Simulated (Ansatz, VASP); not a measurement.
**One calculation of Si4Sn, two programs**

```
Si Sn
1.0
     1.88273    1.08699    7.77596
    -1.88273    1.08699    7.77596
     0.00000   -2.17399    7.77596
Si Sn
4 1
Direct
  0.41724 0.41724 0.41724
  0.58276 0.58276 0.58276
  0.20389 0.20389 0.20389
  0.79611 0.79611 0.79611
  0.00000 0.00000 0.00000
```

Alike in both runs: functional PBE; k mesh 12 × 12 × 12; occupations gaussian, width 0.1 eV; no spin polarisation.

Ansatz relaxed the structure, and its values are those at the end. VASP's run is a single point on that final structure, the one shown.

|  | VASP | Ansatz |
| --- | --- | --- |
| version | VASP 6.6.1 | Ansatz 0.2.0 |
| potentials or method | VASP PAW PBE potentials, release 64 (Si, Sn_d), cutoff 520 eV | scalar-relativistic, plane waves, PAW |
| valence electrons in the cell | 30 | 30 |

```tsv
	VASP	Ansatz	Ansatz less VASP
gap on the k mesh at the Fermi level (eV)	none	none	-
pressure (GPa)	0.0	0.0	+0.06
```

A gap of «none» marks a metal or a gap that the smearing closes. With one functional, cell and mesh, what is left measures potentials, basis and numerics.
